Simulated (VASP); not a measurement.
Write the native input for VASP 6.6.1 that does the following.

```
Task                   : relaxation of cell and atoms
Functional             : PBE
Potentials or basis    : VASP PAW PBE potentials, release 64 (Sb_d_GW)
Cutoff                 : 500 eV
k mesh                 : 6 × 6 × 6
Occupations            : gaussian, width 0.1 eV
Spin                   : no spin polarisation
Dipole correction      : no
Further INCAR settings : ALGO = Normal; EDIFF = 1e-07; IBRION = 2; EDIFFG = -0.04; NSW = 90; ISIF = 3
```

The structure of Sb lies in POSCAR:

```
Sb
1.0
    1.8699283900     -2.2476075300      0.0000000000
    1.8699283900      2.2476075300      0.0000000000
    0.0000000000      0.0000000000      3.6856739100
Sb
1
Direct
    0.0000000000      0.0000000000      0.0000000000
```

The cell was generated, and may not be a known phase.

One way to write it, as run:

INCAR

```
SYSTEM = Sb
ALGO = Normal
EDIFF = 1E-7
EDIFFG = -0.04
ENCUT = 500
GGA = PE
GGA_COMPAT = .False.
IBRION = 2
ISIF = 3
ISMEAR = 0
LASPH = .True.
LCHARG = .False.
LREAL = .False.
LWAVE = .False.
NELM = 120
NELMIN = 4
NSW = 90
PREC = Accurate
SIGMA = 0.1
```

KPOINTS

```
k-points
0
Gamma
  6 6 6
  0 0 0
```

Potentials or basis: VASP PAW PBE potentials, release 64 (Sb_d_GW).

Launch:

```console
$ cat potpaw_PBE.64/Sb_d_GW/POTCAR > POTCAR
$ mpirun -np 1 vasp_std > vasp.out
```

Results of the run:

```yaml
Relaxed_volume: 30.41 Å³/atom
Relaxed_cell: a = 3.114 Å, b = 3.114 Å, c = 3.136 Å, α = 90.00°, β = 90.00°, γ = 90.82°
Space_group_after_relaxing_to_0.1_Å: Pm-3m (No. 221)
Energy_gained_by_relaxing: 315.3 meV/atom
Ionic_steps: 10
Pressure_after_relaxing: 0.0 GPa
Band_gap_on_the_k_mesh: zero (an odd number of electrons rules out a gap without spin polarisation)
```

Caveat: the k points lie up to 0.34 Å⁻¹ apart in the final cell, too coarse for converged energies and pressures of a metal; spin-orbit coupling is left out, which moves the levels of the heavy elements.

Run time: 3 min on 1 thread of Intel(R) Xeon(R) Platinum 8259CL CPU @ 2.50GHz (Skylake/Cascade Lake), on a shared host, peak memory 0.17 GiB.
